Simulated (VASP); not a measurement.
Set up this calculation in VASP 6.6.1, as the native input.

```
Task                   : relaxation of cell and atoms
Functional             : LDA
Potentials or basis    : VASP PAW LDA potentials, release 64 (La, Ca_sv)
Cutoff                 : 600 eV
k mesh                 : 5 × 5 × 5
Occupations            : gaussian, width 0.1 eV
Spin                   : no spin polarisation
Dipole correction      : no
Further INCAR settings : ALGO = Normal; EDIFF = 1e-06; IBRION = 2; EDIFFG = -0.02; NSW = 60; ISIF = 3
```

The structure of CaLa lies in POSCAR:

```
CaLa
1.0
    4.3600000000      0.0000000000      0.0000000000
    0.0000000000      4.3600000000      0.0000000000
    0.0000000000      0.0000000000      4.3600000000
La Ca
1 1
Direct
    0.0000000000      0.0000000000      0.0000000000
    0.5000000000      0.5000000000      0.5000000000
```

The input as run:

INCAR

```
ALGO = Normal
EDIFF = 1E-6
EDIFFG = -0.02
ENCUT = 600
IBRION = 2
ISIF = 3
ISMEAR = 0
LASPH = True
LCHARG = False
LREAL = False
LWAVE = False
NELM = 60
NSW = 60
PREC = Accurate
SIGMA = 0.1
```

KPOINTS

```
k-points
0
Gamma
  5 5 5
```

Potentials or basis: VASP PAW LDA potentials, release 64 (La, Ca_sv).

Run with:

```bash
$ cat potpaw_LDA.64/La/POTCAR potpaw_LDA.64/Ca_sv/POTCAR > POTCAR
$ mpirun -np 1 vasp_std > vasp.out
```

It gave:

```
Relaxed volume                         : 35.78 Å³/atom
Relaxed cell                           : a = 4.152 Å, b = 4.152 Å, c = 4.152 Å, α = 90.00°, β = 90.00°, γ = 90.00°
Space group after relaxing (to 0.05 Å) : Pm-3m (No. 221)
Energy gained by relaxing              : 63.8 meV/atom
Ionic steps                            : 3
Pressure after relaxing                : -0.1 GPa
```

Run time: 45 s on 1 thread of AMD EPYC 7R43 64-Core Processor (Zen 3), on a shared host, peak memory 0.16 GiB.
